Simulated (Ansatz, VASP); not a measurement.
**One calculation of CdS, two programs**

```
CELL_PARAMETERS angstrom
0.00000 2.83656 2.83656
2.83656 0.00000 2.83656
2.83656 2.83656 0.00000
ATOMIC_POSITIONS crystal
Cd 0.00000 0.00000 0.00000
S 0.25000 0.25000 0.25000
```

Alike in both runs: task single point; functional LDA; k mesh 6 × 6 × 6; no spin polarisation.

|  | VASP | Ansatz |
| --- | --- | --- |
| version | VASP 6.6.1 | Ansatz 0.2.0 |
| potentials or method | VASP PAW LDA potentials, release 64 (Cd, S), cutoff 520 eV | plane waves, PAW |
| occupations | gaussian, width 0.1 eV | gaussian |
| valence electrons in the cell | 18 | 26 |

```tsv
	VASP	Ansatz	Ansatz less VASP
pressure (GPa)	4.0	3.3	-0.66
```

LDA's correlation is that of Perdew and Zunger in VASP and of Perdew and Wang (1992) in Ansatz. VASP's potentials hold 18 valence electrons a cell and Ansatz's 26, so a difference there can come from the potentials and not from the codes.
